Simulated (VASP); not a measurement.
Write the native input for VASP 6.6.1 that does the following.

| Item | Value |
| --- | --- |
| Task | single point |
| Functional | PBE |
| Potentials or basis | VASP PAW PBE potentials, release 64 (Mg, F) |
| Cutoff | 520 eV |
| k mesh | 7 × 7 × 10 |
| Occupations | fermi-dirac, width 0.1 eV |
| Spin | no spin polarisation |
| Dipole correction | no |
| k mesh for the DOS | 11 × 11 × 15 |
| Occupations for the DOS | tetrahedron |
| Further INCAR settings | ALGO = Normal; EDIFF = 1e-06; NBANDS = 25 |

Crystal: MgF2 (rutile type).

```
CELL_PARAMETERS angstrom
3.97302 0.00000 0.00000
0.00000 3.97302 0.00000
0.00000 0.00000 2.68086
ATOMIC_POSITIONS crystal
Mg 0.00000 0.00000 0.00000
Mg 0.50000 0.50000 0.50000
F 0.30036 0.30036 0.00000
F 0.69964 0.69964 0.00000
F 0.80036 0.19964 0.50000
F 0.19964 0.80036 0.50000
```

The input as run:

POSCAR

```
MgF2
1.0
    3.9730202982      0.0000000000      0.0000000000
    0.0000000000      3.9730202982      0.0000000000
    0.0000000000      0.0000000000      2.6808585041
Mg F
2 4
Direct
    0.0000000000      0.0000000000      0.0000000000
    0.5000000000      0.5000000000      0.5000000000
    0.3003569416      0.3003569416      0.0000000000
    0.6996430584      0.6996430584      0.0000000000
    0.8003569416      0.1996430584      0.5000000000
    0.1996430584      0.8003569416      0.5000000000
```

INCAR.step1

```
  ALGO = Normal
  EDIFF = 1E-6
  ENCUT = 520
  GGA = PE
  GGA_COMPAT = False
  ISIF = 2
  ISMEAR = -1
  LASPH = True
  LCHARG = True
  LORBIT = 11
  LREAL = False
  LWAVE = False
  NBANDS = 25
  NEDOS = 2001
  NELM = 120
  PREC = Accurate
  SIGMA = 0.1
```

KPOINTS.step1

```
k-points
0
Gamma
  7 7 10
```

INCAR.step2

```
  ALGO = Normal
  EDIFF = 1E-6
  ENCUT = 520
  GGA = PE
  GGA_COMPAT = False
  ICHARG = 11
  ISIF = 2
  ISMEAR = -5
  LASPH = True
  LCHARG = False
  LORBIT = 10
  LREAL = False
  LWAVE = False
  NBANDS = 25
  NEDOS = 1001
  NELM = 120
  PREC = Accurate
  SIGMA = 0.1
```

KPOINTS.step2

```
k-points
0
Gamma
  11 11 15
```

Potentials or basis: VASP PAW PBE potentials, release 64 (Mg, F).

Command:

```bash
$ cat potpaw_PBE.64/Mg/POTCAR potpaw_PBE.64/F/POTCAR > POTCAR
$ cp INCAR.step1 INCAR
$ cp KPOINTS.step1 KPOINTS
$ mpirun -np 1 vasp_std > vasp.out
$ cp INCAR.step2 INCAR
$ cp KPOINTS.step2 KPOINTS
$ mpirun -np 1 vasp_std > vasp.out
```

Results of the run:

| Property | Result |
| --- | --- |
| Valence electrons inside the program's atomic spheres | Mg 0.84; F 6.34 |

It took 3.7 min on 1 thread of Intel Xeon 8259CL (shared host), peak memory 0.25 GiB.
